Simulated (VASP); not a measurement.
# Sb (Pm-3m) in VASP: notebook, part 3 of 3

VASP 6.6.1. Earlier steps stand in the parts before.

**5. Electric field gradients, PBEsol (volume scaled by 1.01)**

Input file INCAR:

```
SYSTEM = Sb
ALGO = Normal ; EDIFF = 1E-8
ENCUT = 520 ; GGA = PS
ISIF = 2 ; ISMEAR = -1
LASPH = .TRUE. ; LCHARG = .FALSE.
LEFG = .TRUE. ; LREAL = .FALSE.
LWAVE = .FALSE. ; NBANDS = 8
NELM = 100 ; PREC = Accurate
SIGMA = 0.05
```

Input file KPOINTS:

```
k-points
0
G
  13 13 13
  0 0 0
```

Input file POSCAR:

```
Sb
1.0
    3.1704984160      0.0000000000      0.0000000000
    0.0000000000      3.1704984160      0.0000000000
    0.0000000000      0.0000000000      3.1704984160
Sb
1
Direct
    0.0000000000      0.0000000000      0.0000000000
```

Potentials or basis: VASP PAW PBE potentials, release 64 (Sb).

The run is started by

```bash
> cat potpaw_PBE.64/Sb/POTCAR > POTCAR
> mpirun -np 1 vasp_std > vasp.out
```

OUTCAR:

```text
SYSTEM = Sb
   EDIFF = 1E-8
   ENCUT = 520
   GGA = PS
   ISIF = 2
   ISMEAR = -1
   LASPH = .TRUE.
   LREAL = .FALSE.
   NELM = 100
   PREC = Accurate

 ion  position               nearest neighbor table
   1  0.000  0.000  0.000-

  LATTYP: Found a simple cubic cell.
 ALAT       =     3.1704984160

  Lattice vectors:

 A1 = (   3.1704984160,   0.0000000000,   0.0000000000)
 A2 = (   0.0000000000,   3.1704984160,   0.0000000000)
 A3 = (   0.0000000000,   0.0000000000,   3.1704984160)

Analysis of symmetry for initial positions (statically):
=====================================================================
 Subroutine PRICEL returns:
 Original cell was already a primitive cell.

 Routine SETGRP: Setting up the symmetry group for a
 simple cubic supercell.

 Subroutine GETGRP returns: Found 48 space group operations
 (whereof 48 operations were pure point group operations)
 out of a pool of 48 trial point group operations.

[... 442 lines left out ...]

 VOLUME and BASIS-vectors are now :
 -----------------------------------------------------------------------------
  energy-cutoff  :      520.00
  volume of cell :       31.87
      direct lattice vectors                 reciprocal lattice vectors
     3.170498416  0.000000000  0.000000000     0.315407822  0.000000000  0.000000000
     0.000000000  3.170498416  0.000000000     0.000000000  0.315407822  0.000000000
     0.000000000  0.000000000  3.170498416     0.000000000  0.000000000  0.315407822

 POSITION                                       TOTAL-FORCE (eV/Angst)
 -----------------------------------------------------------------------------------
      0.00000      0.00000      0.00000         0.000000      0.000000      0.000000
 -----------------------------------------------------------------------------------
    total drift:                               -0.000000      0.000000      0.000000

  FREE ENERGIE OF THE ION-ELECTRON SYSTEM (eV)
  ---------------------------------------------------
  free  energy   TOTEN  =        -4.4916398284 eV

  energy  without entropy=       -4.4885999701  energy(sigma->0) =       -4.49011990

 Electric field gradients (V/A^2)
---------------------------------------------------------------------
 ion       V_xx      V_yy      V_zz      V_xy      V_xz      V_yz
---------------------------------------------------------------------
   1       0.000    -0.000     0.000    -0.000     0.000    -0.000
---------------------------------------------------------------------

 Electric field gradients after diagonalization (V/A^2)
 (convention: |V_zz| > |V_xx| > |V_yy|)
----------------------------------------------------------------------
 ion       V_xx      V_yy      V_zz     asymmetry (V_yy - V_xx)/ V_zz
----------------------------------------------------------------------
   1      -0.000     0.000     0.000       0.244
----------------------------------------------------------------------

           NMR quadrupolar parameters

 Cq : quadrupolar parameter    Cq=e*Q*V_zz/h
 eta: asymmetry parameters     (V_yy - V_xx)/ V_zz
 Q  : nuclear electric quadrupole moment in mb (millibarn)
----------------------------------------------------------------------
 ion       Cq(MHz)       eta       Q (mb)
----------------------------------------------------------------------
   1       0.000       0.244       1.000
----------------------------------------------------------------------
```

OSZICAR:

```text
N       E                     dE             d eps       ncg     rms          rms(c)
DAV:   1     0.435525066622E+01    0.43553E+01   -0.15885E+03  1344   0.400E+02
DAV:   2    -0.438375105454E+01   -0.87390E+01   -0.84223E+01  1904   0.505E+01
DAV:   3    -0.449241025390E+01   -0.10866E+00   -0.10865E+00  1576   0.646E+00
DAV:   4    -0.449293188666E+01   -0.52163E-03   -0.52163E-03  2112   0.535E-01
DAV:   5    -0.449293387709E+01   -0.19904E-05   -0.19903E-05  1656   0.206E-02    0.164E+00
DAV:   6    -0.449215338281E+01    0.78049E-03   -0.89639E-04  1768   0.161E-01    0.959E-01
DAV:   7    -0.449163453069E+01    0.51885E-03   -0.19742E-03  1432   0.237E-01    0.638E-02
DAV:   8    -0.449163919373E+01   -0.46630E-05   -0.54421E-05  1832   0.486E-02    0.552E-03
DAV:   9    -0.449164002096E+01   -0.82723E-06   -0.89191E-07  1896   0.694E-03    0.223E-03
DAV:  10    -0.449163977947E+01    0.24149E-06   -0.29546E-07  1704   0.266E-03    0.312E-04
DAV:  11    -0.449163981929E+01   -0.39825E-07   -0.50671E-09  1816   0.457E-04    0.107E-04
DAV:  12    -0.449163982836E+01   -0.90691E-08   -0.16484E-09  1104   0.226E-04
   1 F= -.44916398E+01 E0= -.44901199E+01  d E =-.303986E-02
```

stdout:

```text
POSCAR found type information on POSCAR Sb
 POSCAR found :  1 types and       1 ions
 scaLAPACK will be used
 -----------------------------------------------------------------------------
|                                                                             |
|                                                                             |
|     You enforced a specific xc type in the INCAR file but a different       |
|     I HOPE YOU KNOW WHAT YOU ARE DOING!                                     |
|                                                                             |
 -----------------------------------------------------------------------------

 LDA part: xc-table for (Slater+PW92), standard interpolation
 POSCAR, INCAR and KPOINTS ok, starting setup
 FFT: planning ... GRIDC
 FFT: planning ... GRID_SOFT
 FFT: planning ... GRID
 WAVECAR not read
 entering main loop
ion   1
```

Run time: 7 s. Hardware: 1 thread of Intel Xeon Platinum 8488C (Sapphire Rapids), shared host; peak memory 0.15 GiB.

What came out:

| Property | Result |
| --- | --- |
| Free energy | -4.4916 eV |
| Pressure | -5.3 GPa |

Levels at points of the mesh, in eV from the Fermi level:
```csv
k point,band 1,band 2,band 3,band 4,band 5,band 6,band 7
"(0.00, 0.00, 0.00)",-11.96,3.05,3.05,3.05,6.84,6.84,7.69
```

Caveat: without QUAD_EFG the Cq values of the log hold for a quadrupole moment of 1 mb, not for the nuclei; the PAW data sets were made with another functional, which shifts forces and pressure a little; spin-orbit coupling is left out, which moves the levels of the heavy elements.

**6. Electric field gradients, PBEsol (volume scaled by 1.01)**

Input file INCAR:

```
PREC     = Accurate       # precision mode
ENCUT    = 520            # plane-wave cutoff, eV
EDIFF    = 1E-8           # SCF threshold, eV
ISMEAR   = -1             # smearing method
SIGMA    = 0.05           # smearing width, eV
LREAL    = False          # projectors in reciprocal space
LASPH    = True           # aspherical terms in the spheres
NELM     = 80             # most SCF steps
ALGO     = Normal         # electronic algorithm
ISIF     = 2              # what is computed and relaxed
LWAVE    = False          # write WAVECAR
LCHARG   = False          # write CHGCAR
GGA      = PS             # functional
LEFG     = True         
NBANDS   = 8              # bands
```

Input file KPOINTS:

```
Automatic mesh
0
Gamma
  13 13 13
```

POSCAR is that of step 5.

Potentials or basis: VASP PAW PBE potentials, release 64 (Sb).

The run is started by

```bash
> cat potpaw_PBE.64/Sb/POTCAR > POTCAR
> mpirun -np 1 vasp_std > vasp.out
```

OUTCAR:

```text
PREC = Accurate
   ENCUT = 520
   EDIFF = 1E-8
   ISMEAR = -1
   LREAL = False
   LASPH = True
   NELM = 80
   ISIF = 2
   GGA = PS

 ion  position               nearest neighbor table
   1  0.000  0.000  0.000-

  LATTYP: Found a simple cubic cell.
 ALAT       =     3.1704984160

  Lattice vectors:

 A1 = (   3.1704984160,   0.0000000000,   0.0000000000)
 A2 = (   0.0000000000,   3.1704984160,   0.0000000000)
[... 469 lines left out ...]
 -----------------------------------------------------------------------------------
    total drift:                               -0.000000      0.000000      0.000000

  FREE ENERGIE OF THE ION-ELECTRON SYSTEM (eV)
  ---------------------------------------------------
  free  energy   TOTEN  =        -4.4916398284 eV

  energy  without entropy=       -4.4885999701  energy(sigma->0) =       -4.49011990

 Electric field gradients (V/A^2)
---------------------------------------------------------------------
 ion       V_xx      V_yy      V_zz      V_xy      V_xz      V_yz
---------------------------------------------------------------------
   1       0.000    -0.000     0.000    -0.000     0.000    -0.000
---------------------------------------------------------------------

 Electric field gradients after diagonalization (V/A^2)
 (convention: |V_zz| > |V_xx| > |V_yy|)
----------------------------------------------------------------------
 ion       V_xx      V_yy      V_zz     asymmetry (V_yy - V_xx)/ V_zz
----------------------------------------------------------------------
   1      -0.000     0.000     0.000       0.244
----------------------------------------------------------------------

           NMR quadrupolar parameters

 Cq : quadrupolar parameter    Cq=e*Q*V_zz/h
 eta: asymmetry parameters     (V_yy - V_xx)/ V_zz
 Q  : nuclear electric quadrupole moment in mb (millibarn)
----------------------------------------------------------------------
 ion       Cq(MHz)       eta       Q (mb)
----------------------------------------------------------------------
   1       0.000       0.244       1.000
----------------------------------------------------------------------
```

stdout:

```text
POSCAR found type information on POSCAR Sb
 POSCAR found :  1 types and       1 ions
 scaLAPACK will be used
 -----------------------------------------------------------------------------
|                                                                             |
|                                                                             |
|     You enforced a specific xc type in the INCAR file but a different       |
|     I HOPE YOU KNOW WHAT YOU ARE DOING!                                     |
|                                                                             |
 -----------------------------------------------------------------------------

 LDA part: xc-table for (Slater+PW92), standard interpolation
 POSCAR, INCAR and KPOINTS ok, starting setup
 FFT: planning ... GRIDC
 FFT: planning ... GRID_SOFT
 FFT: planning ... GRID
 WAVECAR not read
 entering main loop
ion   1
```

Wall time 7.1 s (1 thread of Intel Xeon Platinum 8488C (Sapphire Rapids), shared host); peak memory 0.14 GiB.

What came out:

```yaml
Free_energy: -4.4916 eV
Pressure: -5.3 GPa
```

Levels at points of the mesh, in eV from the Fermi level:
```tsv
k point	band 1	band 2	band 3	band 4	band 5	band 6
(0.00, 0.00, 0.00)	-11.96	3.05	3.05	3.05	6.84	6.84
```

Caveat: without QUAD_EFG the Cq values of the log hold for a quadrupole moment of 1 mb, not for the nuclei; the PAW data sets were made with another functional, which shifts forces and pressure a little; spin-orbit coupling is left out, which moves the levels of the heavy elements.

**7. The runs side by side**

```csv
cell,gap on the mesh (eV),pressure (GPa)
"a = 3.139 Å, 1 atom",none,-4.0
"a = 3.160 Å, 1 atom",none,-4.9
"a = 3.170 Å, 1 atom",none,-5.3
```

Alike in all rows: task electric field gradients; level PBEsol; potentials or basis VASP PAW PBE potentials, release 64 (Sb); no spin polarisation; k mesh 13 × 13 × 13; cutoff (eV) 520; smearing fermi-dirac 0.05 eV.

Caveats: the PAW data sets were made with another functional, which shifts forces and pressure a little; spin-orbit coupling is left out, which moves the levels of the heavy elements.

Absolute energies hang on the potentials; compare differences alone.
